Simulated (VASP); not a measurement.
# In3BiO3 in VASP: notebook

The runs below take In3BiO3 through single point, with PBE.

Program: VASP 6.6.1. These are calculated values, not measurements. Logs are shortened: lines on timing, memory, paths and dates and some standing lists are left out, and cuts for length are marked.

## (1) The cell of the first run

It takes space group R3m (No. 160, trigonal). Conventional cell: a = 8.010 Å, b = 8.010 Å, c = 7.806 Å, α = 90.00°, β = 90.00°, γ = 120.00°. Within 2.9 Å of In (site symmetry m) lie 3 O at 2.17 Å. Bi (site symmetry 3m) has 3 In at 2.93 Å and 3 O at 3.02 Å within 3.9 Å. O (site symmetry m) has 3 In at 2.17 Å within 2.9 Å.

## (2) Single point, PBE

Contents of INCAR:

```
PREC     = Accurate       # precision mode
ENCUT    = 520            # plane-wave cutoff, eV
EDIFF    = 1E-6           # SCF threshold, eV
ISMEAR   = 0              # smearing method
SIGMA    = 0.1            # smearing width, eV
LREAL    = False          # projectors in reciprocal space
LASPH    = True           # aspherical terms in the spheres
NELM     = 100            # most SCF steps
ALGO     = Normal         # electronic algorithm
ISIF     = 2              # what is computed and relaxed
LWAVE    = False          # write WAVECAR
LCHARG   = False          # write CHGCAR
GGA      = PE             # functional
NBANDS   = 45             # bands
```

Contents of KPOINTS:

```
Automatic mesh
0
Gamma
  3 3 3
```

Contents of POSCAR:

```
In3BiO3
1.0
    4.0052239931      2.3124171506      2.6019213378
   -4.0052239931      2.3124171506      2.6019213378
    0.0000000000     -4.6248343012      2.6019213378
In Bi O
3 1 3
Direct
    0.8510158776      0.3630957244      0.3630957244
    0.3630957244      0.3630957244      0.8510158776
    0.3630957244      0.8510158776      0.3630957244
    0.9706711304      0.9706711304      0.9706711304
    0.6028763476      0.1863688479      0.6028763476
    0.6028763476      0.6028763476      0.1863688479
    0.1863688479      0.6028763476      0.6028763476
```

Potentials or basis: VASP PAW PBE potentials, release 64 (In_d, Bi_d, O).

On the command line:

```
$ cat potpaw_PBE.64/In_d/POTCAR potpaw_PBE.64/Bi_d/POTCAR potpaw_PBE.64/O/POTCAR > POTCAR
$ mpirun -np 1 vasp_std > vasp.out
```

OUTCAR:

```text
PREC = Accurate
   ENCUT = 520
   EDIFF = 1E-6
   ISMEAR = 0
   LREAL = False
   LASPH = True
   NELM = 100
   ISIF = 2
   GGA = PE

 ion  position               nearest neighbor table
   1  0.851  0.363  0.363-   6 2.17   5 2.17   7 2.17   4 2.93   2 3.48   2 3.48   3 3.48   3 3.48
                             3 3.91   2 3.91
   2  0.363  0.363  0.851-   5 2.17   7 2.17   6 2.17   4 2.93   3 3.48   1 3.48   1 3.48   3 3.48
                             1 3.91   3 3.91
   3  0.363  0.851  0.363-   6 2.17   7 2.17   5 2.17   4 2.93   2 3.48   2 3.48   1 3.48   1 3.48
                             1 3.91   2 3.91
   4  0.971  0.971  0.971-   1 2.93   3 2.93   2 2.93
   5  0.603  0.186  0.603-   2 2.17   1 2.17   3 2.17
   6  0.603  0.603  0.186-   1 2.17   3 2.17   2 2.17
   7  0.186  0.603  0.603-   2 2.17   3 2.17   1 2.17

  LATTYP: Found a trigonal (rhomboedric) cell.
 ALAT       =     5.3065136353
 COS(alpha) =    -0.1393706946

  Lattice vectors:

 A1 = (   4.0052239931,   2.3124171506,   2.6019213378)
 A2 = (  -4.0052239931,   2.3124171506,   2.6019213378)
 A3 = (   0.0000000000,  -4.6248343012,   2.6019213378)

Analysis of symmetry for initial positions (statically):
=====================================================================
 Subroutine PRICEL returns:
 Original cell was already a primitive cell.

 Routine SETGRP: Setting up the symmetry group for a
 trigonal (rhombohedral) supercell.

 Subroutine GETGRP returns: Found  6 space group operations
 (whereof  6 operations were pure point group operations)
 out of a pool of 12 trial point group operations.

The static configuration has the point symmetry C_3v.

Analysis of symmetry for dynamics (positions and initial velocities):
=====================================================================
 Subroutine PRICEL returns:
 Original cell was already a primitive cell.

 Routine SETGRP: Setting up the symmetry group for a
 trigonal (rhombohedral) supercell.

 Subroutine GETGRP returns: Found  6 space group operations
 (whereof  6 operations were pure point group operations)
 out of a pool of 12 trial point group operations.

The dynamic configuration has the point symmetry C_3v.

 Subroutine INISYM returns: Found  6 space group operations
 (whereof  6 operations are pure point group operations),
 and found     1 'primitive' translations

----------------------------------------------------------------------------------------

                                     Primitive cell

  volume of cell :     144.5900

  direct lattice vectors                    reciprocal lattice vectors
     4.005223993  2.312417151  2.601921338     0.124836963  0.072074654  0.128110458
    -4.005223993  2.312417151  2.601921338    -0.124836963  0.072074654  0.128110458
     0.000000000 -4.624834301  2.601921338     0.000000000 -0.144149309  0.128110458

  length of vectors
     5.306513635  5.306513635  5.306513635     0.192850493  0.192850493  0.192850493

  position of ions in fractional coordinates (direct lattice)
     0.851015878  0.363095724  0.363095724
     0.363095724  0.363095724  0.851015878
     0.363095724  0.851015878  0.363095724
     0.970671130  0.970671130  0.970671130
     0.602876348  0.186368848  0.602876348
     0.602876348  0.602876348  0.186368848
     0.186368848  0.602876348  0.602876348

  ion indices of the primitive-cell ions
   primitive index   ion index
                 1           1
                 2           2
                 3           3
                 4           4
                 5           5
                 6           6
                 7           7

----------------------------------------------------------------------------------------

 KPOINTS: Automatic mesh

Automatic generation of k-mesh.
 Grid dimensions read from file:
 generate k-points for:    3    3    3

 Generating k-lattice:

  Cartesian coordinates                     Fractional coordinates (reciprocal lattice)
     0.041612321  0.024024885  0.042703486     0.333333333  0.000000000 -0.000000000
    -0.041612321  0.024024885  0.042703486     0.000000000  0.333333333 -0.000000000
     0.000000000 -0.048049770  0.042703486    -0.000000000 -0.000000000  0.333333333

  Length of vectors
     0.064283498  0.064283498  0.064283498

  Shift w.r.t. Gamma in fractional coordinates (k-lattice)
     0.000000000  0.000000000  0.000000000

 Subroutine IBZKPT returns following result:
 ===========================================

 Found      6 irreducible k-points:

 Following reciprocal coordinates:
            Coordinates               Weight
  0.000000  0.000000  0.000000      1.000000
  0.333333  0.000000  0.000000      6.000000
  0.333333  0.333333  0.000000      6.000000
 -0.333333  0.333333  0.000000      6.000000
  0.333333  0.333333  0.333333      2.000000
 -0.333333  0.333333  0.333333      6.000000
   k-points           NKPTS =      6   k-points in BZ     NKDIM =      6   number of bands    NBANDS=     45
   number of dos      NEDOS =    301   number of ions     NIONS =      7
   total plane-waves  NPLWV =  64000
   dimension x,y,z NGX =    40 NGY =   40 NGZ =   40
   dimension x,y,z NGXF=    80 NGYF=   80 NGZF=   80
   ions per type =               3   1   3
   NGX,Y,Z   is equivalent  to a cutoff of  12.53, 12.53, 12.53 a.u.
   NGXF,Y,Z  is equivalent  to a cutoff of  25.06, 25.06, 25.06 a.u.
 SYSTEM =  unknown system
   PREC   = accura    normal or accurate (medium, high low for compatibility)
   ISTART =      0    job   : 0-new  1-cont  2-samecut
   ICHARG =      2    charge: 1-file 2-atom 10-const
   ISPIN  =      1    spin polarized calculation?
   LNONCOLLINEAR =      F non collinear calculations
   LSORBIT =      F    spin-orbit coupling
   LASPH  =      T    aspherical Exc in radial PAW
   ENCUT  =  520.0 eV  38.22 Ry    6.18 a.u.   9.87  9.87  9.87*2*pi/ulx,y,z
   NELM   =    100;   NELMIN=  2; NELMDL= -5     # of ELM steps
   EDIFF  = 0.1E-05   stopping-criterion for ELM
   LREAL  =      F    real-space projection
   EDIFFG = 0.1E-04   stopping-criterion for IOM
   NSW    =      0    number of steps for IOM
   IBRION =     -1    ionic relax: 0-MD 1-quasi-New 2-CG
   NFREE  =      0    steps in history (QN), initial steepest desc. (CG)
   ISIF   =      2    stress and relaxation
   ISYM   =      2    0-nonsym 1-usesym 2-fastsym
   POTIM  = 0.5000    time-step for ionic-motion
   TEBEG  =    0.0;   TEEND  =   0.0 temperature during run
   PSTRESS=    0.0 pullay stress
   NELECT =      72.0000    total number of electrons
   NUPDOWN=      -1.0000    fix difference up-down
   EMIN   =  10.00;   EMAX   =-10.00  energy-range for DOS
   EFERMI =   0.00;   METHOD = LEGACY
   ISMEAR =     0;   SIGMA  =   0.10  broadening in eV -4-tet -1-fermi 0-gaus
   EFERMI_NEDOS =   21; number of points for ismear=-14 and -15
   IALGO  =     38    algorithm
   IMIX   =      4    mixing-type and parameters
     AMIX     =   0.40;   BMIX     =  1.00
     AMIX_MAG =   1.60;   BMIX_MAG =  1.00
  volume/ion in A,a.u.               =      20.66       139.39
  Fermi-wavevector in a.u.,A,eV,Ry     =   1.297596  2.452101 22.908886  1.683756
  Thomas-Fermi vector in A             =   2.428978
   LORBIT       =      0    0 simple, 1 ext, 2 COOP (PROOUT), +10 PAW based schemes
   GGA     = PE    functional components
   LHFCALC =     F    Hartree Fock is set to
   AEXX    =    0.0000 exact exchange contribution
   IVDW    =     0    specifies the selected vdW correction
   LEPSILON=     F    determine dielectric tensor
   LRPA    =     F    only Hartree local field effects (RPA)
 non-spin polarized calculation
 Gauss-broadening in eV      SIGMA  =   0.10
  energy-cutoff  :      520.00
  volume of cell :      144.59
 maximum number of plane-waves:      3915
   NGX = 19   NGY = 19   NGZ = 19

 number of electron      71.9999989 magnetization

 Free energy of the ion-electron system (eV)
  ---------------------------------------------------
  ext. energy  EPLUGINS =         0.00000000
  ---------------------------------------------------
  free energy    TOTEN  =       -33.40212096 eV

  energy without entropy =      -33.40181710  energy(sigma->0) =      -33.40196903

 E-fermi :   5.0970     XC(G=0):  -9.7043

 val. band max:        4.9154991345   @ k =   0.0000   0.0000   0.0000
 cond. band min:       5.2603956602   @ k =   0.0000   0.0000   0.0000
 fundamental gap:      0.3448965257
 Fermi energy:         5.0970326316

 k-point     1 :       0.0000    0.0000    0.0000
  band No.  band energies     occupation
      1     -16.7300      2.00000
      2     -16.7300      2.00000
      3     -16.7174      2.00000
      4     -16.7174      2.00000
      5     -16.7079      2.00000
      6     -12.9244      2.00000
[... 37 lines left out ...]
     44      12.4671      0.00000
     45      12.5477      0.00000

 k-point     2 :       0.3333    0.0000    0.0000
  band No.  band energies     occupation
      1     -16.7300      2.00000
      2     -16.7299      2.00000
      3     -16.7173      2.00000
      4     -16.7164      2.00000
      5     -16.7080      2.00000
      6     -12.8881      2.00000
[... 37 lines left out ...]
     44      12.0155      0.00000
     45      12.1334      0.00000

 k-point     3 :       0.3333    0.3333    0.0000
  band No.  band energies     occupation
      1     -16.7302      2.00000
      2     -16.7299      2.00000
      3     -16.7168      2.00000
      4     -16.7159      2.00000
      5     -16.7081      2.00000
      6     -12.8560      2.00000
[... 37 lines left out ...]
     44      11.1798      0.00000
     45      12.1891      0.00000

 k-point     4 :      -0.3333    0.3333    0.0000
  band No.  band energies     occupation
      1     -16.7305      2.00000
      2     -16.7299      2.00000
      3     -16.7169      2.00000
      4     -16.7159      2.00000
      5     -16.7081      2.00000
      6     -12.8684      2.00000
[... 37 lines left out ...]
     44      11.7357      0.00000
     45      12.2663      0.00000

 k-point     5 :       0.3333    0.3333    0.3333
  band No.  band energies     occupation
      1     -16.7303      2.00000
      2     -16.7303      2.00000
      3     -16.7159      2.00000
      4     -16.7159      2.00000
      5     -16.7083      2.00000
      6     -12.8302      2.00000
[... 37 lines left out ...]
     44      11.8750      0.00000
     45      11.8750      0.00000

 k-point     6 :      -0.3333    0.3333    0.3333
  band No.  band energies     occupation
      1     -16.7307      2.00000
      2     -16.7305      2.00000
      3     -16.7159      2.00000
      4     -16.7159      2.00000
      5     -16.7082      2.00000
      6     -12.8519      2.00000
[... 37 lines left out ...]
     44      11.9608      0.00000
     45      12.4345      0.00000

------------------------ aborting loop because EDIFF is reached ----------------------------------------

  FORCE on cell =-STRESS in cart. coord.  units (eV):
  Direction    XX          YY          ZZ          XY          YZ          ZX
  --------------------------------------------------------------------------------------
  -------------------------------------------------------------------------------------
  Total        0.2037009      0.2037009      0.2090325      0.0000000      0.0000000      0.0000000
  in kB        2.2571750      2.2571750      2.3162535      0.0000000      0.0000000      0.0000000
  external PRESSURE =       2.2768678 kB  Pullay stress =       0.0000000 kB

 VOLUME and BASIS-vectors are now :
 -----------------------------------------------------------------------------
  energy-cutoff  :      520.00
  volume of cell :      144.59
      direct lattice vectors                 reciprocal lattice vectors
     4.005223993  2.312417151  2.601921338     0.124836963  0.072074654  0.128110458
    -4.005223993  2.312417151  2.601921338    -0.124836963  0.072074654  0.128110458
     0.000000000 -4.624834301  2.601921338     0.000000000 -0.144149309  0.128110458

 POSITION                                       TOTAL-FORCE (eV/Angst)
 -----------------------------------------------------------------------------------
      1.95423      1.12827      4.10377         0.037073      0.021404     -0.045642
      0.00000     -2.25655      4.10377         0.000000     -0.042808     -0.045642
     -1.95423      1.12827      4.10377        -0.037073      0.021404     -0.045642
      0.00000      0.00000      7.57683         0.000000      0.000000      0.043943
      1.66821     -0.96314      3.62219         0.008635     -0.004986      0.030995
      0.00000      1.92628      3.62219         0.000000      0.009971      0.030995
     -1.66821     -0.96314      3.62219        -0.008635     -0.004986      0.030995
 -----------------------------------------------------------------------------------
    total drift:                               -0.000000     -0.000000     -0.001532

  FREE ENERGIE OF THE ION-ELECTRON SYSTEM (eV)
  ---------------------------------------------------
  free  energy   TOTEN  =       -33.4021209564 eV

  energy  without entropy=      -33.4018171004  energy(sigma->0) =      -33.40196903
```

It took 20 s on 1 thread of Intel Xeon 6975P-C (Granite Rapids), shared host; peak memory 0.24 GiB.

What came out:

```yaml
Free_energy: -33.4021 eV
Pressure: 0.2 GPa
Largest_force: 0.063 eV/Å
Band_gap_on_the_k_mesh: 0.34 eV, direct
```

Forces in eV/Å, atoms in the order of the input:
```
In   0.037  0.021 -0.046
In   0.000 -0.043 -0.046
In  -0.037  0.021 -0.046
Bi   0.000  0.000  0.044
O    0.009 -0.005  0.031
O    0.000  0.010  0.031
O   -0.009 -0.005  0.031
```

Caveat: spin-orbit coupling is left out, which moves the levels of the heavy elements.

## (3) Single point, PBE

Contents of INCAR:

```
PREC = Accurate
ENCUT = 520
EDIFF = 1E-6
ISMEAR = 0
SIGMA = 0.1
LREAL = F
LASPH = T
NELM = 80
ALGO = Normal
ISIF = 2
LWAVE = F
LCHARG = F
GGA = PE
NBANDS = 45
```

Contents of KPOINTS:

```
regular mesh
0
Gamma
  3 3 3
```

Contents of POSCAR:

```
In3BiO3
1.0
    4.0129791722      2.3123377214      2.6135371745
   -4.0030666516      2.3069039789      2.6027372794
    0.0004702460     -4.6142445131      2.6038874443
In Bi O
3 1 3
Direct
    0.8506504442      0.3630097381      0.3626706413
    0.3626824547      0.3626356033      0.8507797350
    0.3628248832      0.8507858808      0.3624851119
    0.9720840476      0.9716194240      0.9719450416
    0.6030785794      0.1856132422      0.6033548567
    0.6031795786      0.6033342652      0.1856419411
    0.1855000121      0.6030018463      0.6031226724
```

Potentials or basis: VASP PAW PBE potentials, release 64 (In_d, Bi_d, O).

On the command line:

```
$ cat potpaw_PBE.64/In_d/POTCAR potpaw_PBE.64/Bi_d/POTCAR potpaw_PBE.64/O/POTCAR > POTCAR
$ mpirun -np 1 vasp_std > vasp.out
```

It took 41 s on 1 thread of Intel Xeon 6975P-C (Granite Rapids), shared host; peak memory 0.27 GiB.

It converged, with:

- Free energy: -33.4024 eV
- Pressure: 0.2 GPa
- Largest force: 0.021 eV/Å
- Band gap on the k mesh: 0.37 eV, direct

Forces on the atoms (eV/Å):
```
In   0.014  0.006  0.001
In   0.001 -0.014  0.000
In  -0.014  0.010  0.003
Bi   0.000  0.001 -0.021
O   -0.002  0.000  0.006
O    0.000 -0.001  0.004
O    0.000 -0.002  0.008
```

Stress tensor (GPa, compression positive):
```
 0.18  0.00 -0.05
 0.00  0.30  0.00
-0.05  0.00  0.10
```

Levels at points of the mesh, in eV from the valence-band top:
| k point | band 33 | band 34 | band 35 | band 36 | band 37 | band 38 | band 39 | band 40 |
| --- | --- | --- | --- | --- | --- | --- | --- | --- |
| (0.00, 0.00, 0.00) | -2.46 | -0.75 | -0.01 | 0.00 | 0.37 | 2.78 | 2.79 | 4.39 |

Caveat: spin-orbit coupling is left out, which moves the levels of the heavy elements.
